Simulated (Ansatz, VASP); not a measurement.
Two plane-wave programs on TaGe3

Contents of INCAR:

```
SYSTEM = TaGe3
PREC = Accurate
ENCUT = 520
EDIFF = 1E-6
ISMEAR = 0
SIGMA = 0.1
LREAL = .False.
LASPH = .True.
NELM = 60
ALGO = Normal
ISIF = 2
LWAVE = .False.
LCHARG = .False.
GGA = PE
NBANDS = 34
```

File KPOINTS:

```
Automatic mesh
0
Gamma
  4 4 4
  0 0 0
```

The input POSCAR:

```
TaGe3
1.0
    4.0880373810      0.0000000000      0.0000000000
    0.0000000000      4.0880373810      0.0000000000
    0.0000000000      0.0000000000      4.0880373810
Ta Ge
1 3
Direct
    0.0000000000      0.0000000000      0.0000000000
    0.0000000000      0.5000000000      0.5000000000
    0.5000000000      0.0000000000      0.5000000000
    0.5000000000      0.5000000000      0.0000000000
```

Input for Ansatz:

```yaml
crystal:
  lattice:
    - [4.088037381, 0.0, 0.0]
    - [0.0, 4.088037381, 0.0]
    - [0.0, 0.0, 4.088037381]
  atoms:
    - { symbol: Ta, position: [0.0, 0.0, 0.0] }
    - { symbol: Ge, position: [0.0, 0.5, 0.5] }
    - { symbol: Ge, position: [0.5, 0.0, 0.5] }
    - { symbol: Ge, position: [0.5, 0.5, 0.0] }
basis:
  ecutwfc: 420
kpoints:
  mp_grid: { grid: [4, 4, 4] }
hamiltonian:
  xc: pbe
scf:
  occupations: { method: gaussian, width: 0.1 }
  lower_state_search: "off"
output:
  forces: true
  stress: true
  eigenvalues: true
```

Alike in both runs: task single point; functional PBE; k mesh 4 × 4 × 4; occupations gaussian, width 0.1 eV; no spin polarisation.

|  | VASP | Ansatz |
| --- | --- | --- |
| version | VASP 6.6.1 | Ansatz 0.2.0 |
| potentials or method | VASP PAW PBE potentials, release 64 (Ta_pv, Ge_d), cutoff 520 eV | scalar-relativistic, plane waves, PAW |
| valence electrons in the cell | 53 | 55 |

Ansatz gave:

- gap on the k mesh at the Fermi level (eV): none
- pressure (GPa): 1.9

Which values does VASP return?

gap on the k mesh at the Fermi level (eV): none; pressure (GPa): 2.0.

A gap of «none» marks a metal or a gap that the smearing closes. VASP's potentials hold 53 valence electrons a cell and Ansatz's 55, so a difference there can come from the potentials and not from the codes.

The k mesh is coarse, so the values compare programs but aren't converged. Spin-orbit coupling is off throughout.
